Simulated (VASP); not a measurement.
Here is a VASP 6.6.1 calculation.

Contents of INCAR:

```
SYSTEM = Sb
  ALGO = Normal
  EDIFF = 1E-6
  ENCUT = 520
  GGA = PS
  ISIF = 2
  ISMEAR = -1
  LASPH = .True.
  LCHARG = .False.
  LREAL = .False.
  LWAVE = .False.
  NBANDS = 12
  NELM = 80
  PREC = Accurate
  SIGMA = 0.1
```

The input KPOINTS:

```
k-points
0
Gamma
  12 12 7
  0 0 0
```

The input POSCAR:

```
Sb
1.0
    3.4012713008      0.0000000000      0.0000000000
   -1.7006356504      2.9455873517      0.0000000000
    0.0000000000      0.0000000000      5.6242159543
Sb
2
Direct
    0.3333333333      0.6666666667      0.2500000000
    0.6666666667      0.3333333333      0.7500000000
```

Potentials or basis: VASP PAW PBE potentials, release 64 (Sb).

Run with:

```bash
$ cat potpaw_PBE.64/Sb/POTCAR > POTCAR
$ mpirun -np 1 vasp_std > vasp.out
```

(1) Estimate the pressure.

(2) What does it give for the band gap on the k mesh?

## Answers

(1) -4.2 GPa.

(2) zero (bands 5 and 6 overlap by 6.80 eV).

Caveat: the cell stands under tension; the PAW data sets were made with another functional, which shifts forces and pressure a little; spin-orbit coupling is left out, which moves the levels of the heavy elements.
